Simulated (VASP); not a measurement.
# KHf2O2 (P6/mmm) in VASP: notebook

Runs on KHf2O2. Level: PBE. Tasks: single point, relaxation of cell and atoms.

Program: VASP 6.6.1. These are calculated values, not measurements. Logs are shortened: lines on timing, memory, paths and dates and some standing lists are left out, and cuts for length are marked.

**1. The cell of the first run**

The structure is hexagonal, space group P6/mmm (No. 191). Conventional cell: a = 4.247 Å, b = 4.247 Å, c = 6.101 Å, α = 90.00°, β = 90.00°, γ = 120.00°. K (site symmetry 6/mmm) has 2 O at 1.80 Å within 2.4 Å. Hf (site symmetry -6m2) has 3 K at 2.45 Å and 3 Hf at 2.45 Å and 6 O at 3.04 Å within 3.2 Å. Within 2.4 Å of O (site symmetry 6mm) lie 1 K at 1.80 Å.

**2. Single point, PBE**

Input file INCAR:

```
SYSTEM = KHf2O2
PREC     = Accurate       ! precision mode
ENCUT    = 520            ! plane-wave cutoff, eV
EDIFF    = 1E-6           ! SCF threshold, eV
ISMEAR   = 0              ! smearing method
SIGMA    = 0.1            ! smearing width, eV
LREAL    = .False.        ! projectors in reciprocal space
LASPH    = .True.         ! aspherical terms in the spheres
NELM     = 80             ! most SCF steps
ALGO     = Normal         ! electronic algorithm
ISIF     = 2              ! what is computed and relaxed
LWAVE    = .False.        ! write WAVECAR
LCHARG   = .False.        ! write CHGCAR
GGA      = PE             ! functional
NBANDS   = 28             ! bands
```

Input file KPOINTS:

```
regular mesh
0
Gamma
  6 6 4
  0 0 0
```

Input file POSCAR:

```
KHf2O2
1.0
    4.2469406700      0.0000000000      0.0000000000
   -2.1234703300      3.6779585100      0.0000000000
    0.0000000000      0.0000000000      6.1006645600
K Hf O
1 2 2
Direct
    0.0000000000      0.0000000000      0.5000000000
    0.3333333300      0.6666666700      0.5000000000
    0.6666666700      0.3333333300      0.5000000000
    0.0000000000      0.0000000000      0.7953184400
    0.0000000000      0.0000000000      0.2046815600
```

Potentials or basis: VASP PAW PBE potentials, release 64 (K_sv, Hf_pv, O).

The run is started by

```console
cat potpaw_PBE.64/K_sv/POTCAR potpaw_PBE.64/Hf_pv/POTCAR potpaw_PBE.64/O/POTCAR > POTCAR
mpirun -np 1 vasp_std > vasp.out
```

OUTCAR:

```text
SYSTEM = KHf2O2
   PREC = Accurate
   ENCUT = 520
   EDIFF = 1E-6
   ISMEAR = 0
   LREAL = .False.
   LASPH = .True.
   NELM = 80
   ISIF = 2
   GGA = PE

 ion  position               nearest neighbor table
   1  0.000  0.000  0.500-   4 1.80   5 1.80   2 2.45   3 2.45   2 2.45   3 2.45   3 2.45   2 2.45

   2  0.333  0.667  0.500-   1 2.45   3 2.45   3 2.45   1 2.45   1 2.45   3 2.45
   3  0.667  0.333  0.500-   1 2.45   2 2.45   2 2.45   1 2.45   1 2.45   2 2.45
   4  0.000  0.000  0.795-   1 1.80
   5  0.000  0.000  0.205-   1 1.80

  LATTYP: Found a hexagonal cell.
 ALAT       =     4.2469406700
 C/A-ratio  =     1.4364845271

  Lattice vectors:

 A1 = (   4.2469406700,   0.0000000000,   0.0000000000)
 A2 = (  -2.1234703300,   3.6779585100,   0.0000000000)
 A3 = (   0.0000000000,   0.0000000000,   6.1006645600)

Analysis of symmetry for initial positions (statically):
=====================================================================
 Subroutine PRICEL returns:
 Original cell was already a primitive cell.

 Routine SETGRP: Setting up the symmetry group for a
 hexagonal supercell.

 Subroutine GETGRP returns: Found 24 space group operations
 (whereof 24 operations were pure point group operations)
 out of a pool of 24 trial point group operations.

The static configuration has the point symmetry D_6h.

Analysis of symmetry for dynamics (positions and initial velocities):
=====================================================================
 Subroutine PRICEL returns:
 Original cell was already a primitive cell.

 Routine SETGRP: Setting up the symmetry group for a
 hexagonal supercell.

 Subroutine GETGRP returns: Found 24 space group operations
 (whereof 24 operations were pure point group operations)
 out of a pool of 24 trial point group operations.

The dynamic configuration has the point symmetry D_6h.

 Subroutine INISYM returns: Found 24 space group operations
 (whereof 24 operations are pure point group operations),
 and found     1 'primitive' translations

----------------------------------------------------------------------------------------

                                     Primitive cell

  volume of cell :      95.2928

  direct lattice vectors                    reciprocal lattice vectors
     4.246940670  0.000000000  0.000000000     0.235463614  0.135944981  0.000000000
    -2.123470330  3.677958510  0.000000000     0.000000000  0.271889962  0.000000000
     0.000000000  0.000000000  6.100664560     0.000000000  0.000000000  0.163916568

  length of vectors
     4.246940670  4.246940669  6.100664560     0.271889962  0.271889962  0.163916568

  position of ions in fractional coordinates (direct lattice)
     0.000000000  0.000000000  0.500000000
     0.333333330  0.666666670  0.500000000
     0.666666670  0.333333330  0.500000000
     0.000000000  0.000000000  0.795318440
     0.000000000  0.000000000  0.204681560

  ion indices of the primitive-cell ions
   primitive index   ion index
                 1           1
                 2           2
                 3           3
                 4           4
                 5           5

----------------------------------------------------------------------------------------

 KPOINTS: regular mesh

Automatic generation of k-mesh.
 Grid dimensions read from file:
 generate k-points for:    6    6    4

 Generating k-lattice:

  Cartesian coordinates                     Fractional coordinates (reciprocal lattice)
     0.039243936  0.022657497  0.000000000     0.166666667  0.000000000  0.000000000
     0.000000000  0.045314994  0.000000000     0.000000000  0.166666667  0.000000000
     0.000000000  0.000000000  0.040979142     0.000000000  0.000000000  0.250000000

  Length of vectors
     0.045314994  0.045314994  0.040979142

  Shift w.r.t. Gamma in fractional coordinates (k-lattice)
     0.000000000  0.000000000  0.000000000

 Subroutine IBZKPT returns following result:
 ===========================================

 Found     21 irreducible k-points:

 Following reciprocal coordinates:
[... 42 lines left out ...]
  free energy    TOTEN  =       -14.25681454 eV

  energy without entropy =      -14.22553080  energy(sigma->0) =      -14.24117267

 E-fermi :   1.9210     XC(G=0):  -9.1807

 val. band max:        1.9173523946   @ k =   0.0000   0.0000   0.2500
 cond. band min:       1.9302085619   @ k =   0.3333   0.0000   0.0000
 fundamental gap:      0.0128561673
 Fermi energy:         1.9209589464

 k-point     1 :       0.0000    0.0000    0.0000
  band No.  band energies     occupation
      1     -29.9022      2.00000
      2     -29.9022      2.00000
      3     -29.2540      2.00000
      4     -28.9661      2.00000
      5     -28.2123      2.00000
      6     -27.7391      2.00000
[... 20 lines left out ...]
     27       5.8120      0.00000
     28       6.2236      0.00000

 k-point     2 :       0.1667    0.0000    0.0000
  band No.  band energies     occupation
      1     -29.9897      2.00000
      2     -29.9874      2.00000
      3     -29.3643      2.00000
      4     -28.9215      2.00000
      5     -28.2578      2.00000
      6     -27.6240      2.00000
[... 20 lines left out ...]
     27       5.7915      0.00000
     28       6.0517      0.00000

 k-point     3 :       0.3333    0.0000    0.0000
  band No.  band energies     occupation
      1     -30.4781      2.00000
      2     -30.1434      2.00000
      3     -28.8105      2.00000
      4     -28.8065      2.00000
      5     -28.3744      2.00000
      6     -27.4147      2.00000
[... 20 lines left out ...]
     27       4.6821      0.00000
     28       6.2008      0.00000

 k-point     4 :       0.5000    0.0000    0.0000
  band No.  band energies     occupation
      1     -30.6986      2.00000
      2     -30.2123      2.00000
      3     -28.7138      2.00000
      4     -28.4677      2.00000
      5     -28.1638      2.00000
      6     -27.7749      2.00000
[... 485 lines left out ...]
     27       5.1820      0.00000
     28       6.7798      0.00000

 k-point    20 :       0.3333    0.1667    0.5000
  band No.  band energies     occupation
      1     -30.9774      2.00000
      2     -29.6114      2.00000
      3     -28.7149      2.00000
      4     -28.6393      2.00000
      5     -28.4667      2.00000
      6     -27.7034      2.00000
[... 20 lines left out ...]
     27       6.2683      0.00000
     28       7.6746      0.00000

 k-point    21 :       0.3333    0.3333    0.5000
  band No.  band energies     occupation
      1     -31.2034      2.00000
      2     -28.8643      2.00000
      3     -28.8643      2.00000
      4     -28.5909      2.00000
      5     -28.5909      2.00000
      6     -28.0938      2.00000
[... 20 lines left out ...]
     27       8.4561      0.00000
     28       8.4622      0.00000

------------------------ aborting loop because EDIFF is reached ----------------------------------------

  FORCE on cell =-STRESS in cart. coord.  units (eV):
  Direction    XX          YY          ZZ          XY          YZ          ZX
  --------------------------------------------------------------------------------------
  -------------------------------------------------------------------------------------
  Total       29.2145894     29.2145894     12.3148569      0.0000000      0.0000000      0.0000000
  in kB      491.1907764    491.1907767    207.0521705      0.0000007      0.0000000      0.0000000
  external PRESSURE =     396.4779079 kB  Pullay stress =       0.0000000 kB

 VOLUME and BASIS-vectors are now :
 -----------------------------------------------------------------------------
  energy-cutoff  :      520.00
  volume of cell :       95.29
      direct lattice vectors                 reciprocal lattice vectors
     4.246940670  0.000000000  0.000000000     0.235463614  0.135944981  0.000000000
    -2.123470330  3.677958510  0.000000000     0.000000000  0.271889962  0.000000000
     0.000000000  0.000000000  6.100664560     0.000000000  0.000000000  0.163916568

 POSITION                                       TOTAL-FORCE (eV/Angst)
 -----------------------------------------------------------------------------------
      0.00000      0.00000      3.05033        -0.000000     -0.000000      0.000000
     -0.00000      2.45197      3.05033        -0.000000     -0.000000      0.000000
      2.12347      1.22599      3.05033         0.000000      0.000000      0.000000
      0.00000      0.00000      4.85197         0.000000      0.000000      4.171764
      0.00000      0.00000      1.24869        -0.000000     -0.000000     -4.171764
 -----------------------------------------------------------------------------------
    total drift:                                0.000000      0.000000     -0.000000

  FREE ENERGIE OF THE ION-ELECTRON SYSTEM (eV)
  ---------------------------------------------------
  free  energy   TOTEN  =       -14.2568145444 eV

  energy  without entropy=      -14.2255308011  energy(sigma->0) =      -14.24117267
```

Run time: 72 s. Hardware: 1 thread of Intel Xeon Platinum 8375C at 2.90GHz (Ice Lake), shared host; peak memory 0.24 GiB.

Results:

```
Free energy   : -14.2568 eV
Pressure      : 39.6 GPa
Largest force : 4.172 eV/Å
```

Forces on the atoms (eV/Å):
```
K    0.000  0.000  0.000
Hf   0.000  0.000  0.000
Hf   0.000  0.000  0.000
O    0.000  0.000  4.172
O    0.000  0.000 -4.172
```

Levels at points of the mesh, in eV from the Fermi level:
| k point | band 17 | band 18 | band 19 | band 20 | band 21 | band 22 | band 23 | band 24 | band 25 | band 26 |
| --- | --- | --- | --- | --- | --- | --- | --- | --- | --- | --- |
| (0.00, 0.00, 0.00) | -2.47 | -2.47 | -0.45 | -0.45 | -0.04 | 1.15 | 2.16 | 2.16 | 3.53 | 3.89 |
| (0.50, 0.00, 0.00) | -2.92 | -2.59 | -0.01 | 0.11 | 0.18 | 1.15 | 1.18 | 1.73 | 2.04 | 2.24 |
| (0.00, 0.00, 0.50) | -2.14 | -2.10 | -0.50 | -0.46 | -0.46 | 0.37 | 2.17 | 2.17 | 2.46 | 3.79 |
| (0.50, 0.00, 0.50) | -2.24 | -2.09 | -0.45 | -0.01 | 0.04 | 0.10 | 1.20 | 1.98 | 2.14 | 2.24 |

Caveat: spin-orbit coupling is left out, which moves the levels of the heavy elements; an odd number of electrons without spin polarisation forces a metal; a magnetic or distorted state may lie lower.

**3. Single point, PBE**

This run uses another cell than the first one, of 30.76 Å³/atom, 1.614 times its volume.

Input file INCAR:

```
  PREC = Accurate
  ENCUT = 520
  EDIFF = 1E-6
  ISMEAR = 0
  SIGMA = 0.1
  LREAL = F
  LASPH = T
  NELM = 60
  ALGO = Normal
  ISIF = 2
  LWAVE = F
  LCHARG = T
  GGA = PE
  LELF = T
  LVHAR = T
  NBANDS = 28
```

Input file KPOINTS:

```
Automatic mesh
0
Gamma
  6 6 4
```

Input file POSCAR:

```
KHf2O2
1.0
    5.4296358316     -0.0000000037      0.0000000000
   -2.7148179126      4.7022025653      0.0000000000
    0.0000000000      0.0000000000      6.0237260862
K Hf O
1 2 2
Direct
    0.0000000000      0.0000000000      0.5000000000
    0.3333333333      0.6666666667      0.5000000000
    0.6666666667      0.3333333333      0.5000000000
    0.0000000000      0.0000000000      0.8901064260
    0.0000000000      0.0000000000      0.1098935740
```

Potentials or basis: VASP PAW PBE potentials, release 64 (K_sv, Hf_pv, O).

The run is started by

```console
cat potpaw_PBE.64/K_sv/POTCAR potpaw_PBE.64/Hf_pv/POTCAR potpaw_PBE.64/O/POTCAR > POTCAR
mpirun -np 1 vasp_std > vasp.out
```

It took 2.5 min on 1 thread of Intel Xeon Platinum 8375C at 2.90GHz (Ice Lake), shared host; peak memory 0.31 GiB.

The run converged. Its results:

```
Free energy   : -23.9113 eV
Pressure      : 0.2 GPa
Largest force : 0.379 eV/Å
```

Forces on the atoms (eV/Å):
```
K    0.000  0.000  0.000
Hf   0.000  0.000  0.000
Hf   0.000  0.000  0.000
O    0.000  0.000 -0.379
O    0.000  0.000  0.379
```

Stress tensor (GPa, compression positive):
```
-0.06  0.00  0.00
 0.00 -0.06  0.00
 0.00  0.00  0.69
```

Levels at points of the mesh, in eV from the Fermi level:
```
           k point  band 17  band 18  band 19  band 20  band 21  band 22  band 23  band 24  band 25  band 26
(0.00, 0.00, 0.00)    -0.51    -0.51    -0.04     0.15     0.15     0.34     0.34     1.08     1.08     1.39
(0.50, 0.00, 0.00)    -1.87    -0.98    -0.76    -0.24    -0.19     0.12     0.46     0.61     1.15     1.36
(0.00, 0.00, 0.50)    -0.34    -0.34     0.07     0.07     0.36     0.36     0.42     0.75     1.25     1.25
(0.50, 0.00, 0.50)    -1.81    -0.31    -0.27    -0.18    -0.18    -0.12    -0.02     0.66     1.05     1.37
```

Caveat: spin-orbit coupling is left out, which moves the levels of the heavy elements; an odd number of electrons without spin polarisation forces a metal; a magnetic or distorted state may lie lower.

**4. Relaxation of cell and atoms, PBE**

Input file INCAR:

```
PREC = Accurate
ENCUT = 600
EDIFF = 1E-7
ISMEAR = 0
SIGMA = 0.1
LREAL = F
LASPH = T
NELM = 80
ALGO = Normal
ISIF = 3
LWAVE = F
LCHARG = F
GGA = PE
IBRION = 2
NSW = 90
EDIFFG = -0.04
```

KPOINTS is that of step 3.

Input file POSCAR:

```
KHf2O2
1.0
    4.2469406700      0.0000000000      0.0000000000
   -2.1234703300      3.6779585100      0.0000000000
    0.0000000000      0.0000000000      6.1006645600
K Hf O
1 2 2
Direct
    0.0000000000      0.0000000000      0.5000000000
    0.3333333300      0.6666666700      0.5000000000
    0.6666666700      0.3333333300      0.5000000000
    0.0000000000      0.0000000000      0.7953184400
    0.0000000000      0.0000000000      0.2046815600
```

The run is started by

```console
cat potpaw_PBE.64/K_sv/POTCAR potpaw_PBE.64/Hf_pv/POTCAR potpaw_PBE.64/O/POTCAR > POTCAR
mpirun -np 1 vasp_std > vasp.out
```

It took 49 min on 1 thread of Intel Xeon Platinum 8375C at 2.90GHz (Ice Lake), shared host; peak memory 0.3 GiB.

The run converged. Its results:

- Free energy: -23.7289 eV
- Relaxed volume: 29.42 Å³/atom
- Relaxed cell: a = 5.320 Å, b = 5.320 Å, c = 6.000 Å, α = 90.00°, β = 90.00°, γ = 120.00°
- Space group after relaxing (to 0.05 Å): P6/mmm (No. 191)
- Energy gained by relaxing: 1893.8 meV/atom
- Ionic steps: 35
- Pressure after relaxing: 0.1 GPa
- Largest force after relaxing: 0.020 eV/Å

Forces on the atoms (eV/Å):
```
K    0.000  0.000  0.000
Hf   0.000  0.000  0.000
Hf   0.000  0.000  0.000
O    0.000  0.000 -0.020
O    0.000  0.000  0.020
```

Step by step:
| step | energy change (eV) | largest force (eV/Å) | pressure (GPa) | volume (Å³) |
| --- | --- | --- | --- | --- |
| 1 | 0.0000 | 4.1676 | 39.58 | 95.29 |
| 2 | -6.4885 | 0.7992 | -4.30 | 175.02 |
| 3 | -6.6743 | 1.0094 | -0.59 | 156.02 |
| 4 | -6.6804 | 0.9671 | -1.22 | 158.69 |
| 5 | -6.9082 | 1.5692 | -1.19 | 154.65 |
| 6 | -7.9877 | 5.4566 | 0.13 | 142.05 |
| 7 | 7.2759 | 86.0077 | 56.82 | 114.77 |
| 8 | -7.1316 | 6.1614 | 1.43 | 141.14 |
| 9 | -7.4134 | 6.9350 | 3.09 | 136.61 |
| 10 | -6.6797 | 4.7919 | 12.69 | 125.91 |
| 11 | -7.3652 | 7.3021 | 4.96 | 133.58 |
| 12 | -7.2987 | 7.1572 | 7.01 | 130.93 |
| 13 | -7.3261 | 7.2342 | 6.49 | 131.55 |
| 14 | -7.3367 | 7.1800 | 6.60 | 131.40 |
| 15 | -7.3635 | 6.9933 | 6.95 | 130.98 |
| 16 | -7.3934 | 6.4952 | 7.73 | 130.13 |
| 17 | -7.3279 | 4.8274 | 9.68 | 128.43 |
| 18 | -7.3896 | 6.2978 | 8.03 | 129.84 |
| 19 | -7.4247 | 6.2144 | 7.94 | 129.91 |
| 20 | -7.5273 | 5.9635 | 7.69 | 130.15 |
| 21 | -7.7216 | 5.4572 | 7.21 | 130.62 |
| 22 | -8.0672 | 4.4242 | 6.37 | 131.55 |
| 23 | -8.5935 | 2.2234 | 5.17 | 133.40 |
| 24 | -9.0027 | 3.4242 | 4.67 | 137.07 |
| 25 | -9.1788 | 1.9606 | 3.46 | 138.55 |
| 26 | -9.3946 | 0.6891 | 1.01 | 142.30 |
| 27 | -9.4061 | 1.1849 | 0.50 | 143.30 |
| 28 | -9.4065 | 1.3036 | 0.37 | 143.56 |
| 29 | -9.4271 | 1.0953 | 0.29 | 144.12 |
| 30 | -9.4634 | 0.4623 | 0.16 | 145.82 |
| 31 | -9.4682 | 0.1479 | 0.13 | 146.65 |
| 32 | -9.4683 | 0.1156 | 0.13 | 146.74 |
| 33 | -9.4689 | 0.0242 | 0.14 | 146.82 |
| 34 | -9.4691 | 0.0556 | 0.16 | 146.89 |
| 35 | -9.4692 | 0.0195 | 0.09 | 147.08 |

Final structure:
```
K Hf O
1.0
     5.32049    0.00000    0.00000
    -2.66024    4.60768    0.00000
     0.00000    0.00000    5.99975
K Hf O
1 2 2
Direct
  0.00000 0.00000 0.50000
  0.33333 0.66667 0.50000
  0.66667 0.33333 0.50000
  0.00000 0.00000 0.88866
  0.00000 0.00000 0.11134
```

Levels at points of the mesh, in eV from the Fermi level:
| k point | band 17 | band 18 | band 19 | band 20 | band 21 | band 22 | band 23 | band 24 |
| --- | --- | --- | --- | --- | --- | --- | --- | --- |
| (0.00, 0.00, 0.00) | -0.58 | -0.58 | -0.04 | 0.14 | 0.14 | 0.42 | 0.42 | 1.22 |
| (0.50, 0.00, 0.00) | -1.89 | -1.08 | -0.85 | -0.18 | -0.18 | 0.11 | 0.47 | 0.68 |
| (0.00, 0.00, 0.50) | -0.38 | -0.38 | 0.07 | 0.07 | 0.43 | 0.45 | 0.45 | 0.79 |
| (0.50, 0.00, 0.50) | -1.83 | -0.36 | -0.30 | -0.17 | -0.15 | -0.11 | -0.02 | 0.72 |

Caveat: the volume moved by over 15 % at a fixed basis, so the end points are rough; spin-orbit coupling is left out, which moves the levels of the heavy elements; an odd number of electrons without spin polarisation forces a metal; a magnetic or distorted state may lie lower.

**5. Summary**

```csv
task,cell,cutoff (eV),gap on the mesh (eV),pressure (GPa),largest force (eV/Å)
single point,"a = 4.247, b = 4.247, c = 6.101 Å, angles 90.0, 90.0, 120.0°, 5 atoms",520,none,39.6,4.17
single point,"a = 5.430, b = 5.430, c = 6.024 Å, angles 90.0, 90.0, 120.0°, 5 atoms",520,none,0.2,0.38
relaxation of cell and atoms,"relaxed from a = 4.247, b = 4.247, c = 6.101 Å, angles 90.0, 90.0, 120.0°, 5 atoms",600,none,0.1,0.02
```

Alike in all rows: level PBE; potentials or basis VASP PAW PBE potentials, release 64 (K_sv, Hf_pv, O); no spin polarisation; k mesh 6 × 6 × 4; smearing gaussian 0.1 eV.

Caveats: spin-orbit coupling is left out, which moves the levels of the heavy elements; an odd number of electrons without spin polarisation forces a metal; a magnetic or distorted state may lie lower; the volume moved by over 15 % at a fixed basis, so the end points are rough (some runs).

Absolute energies hang on the potentials; compare differences alone.
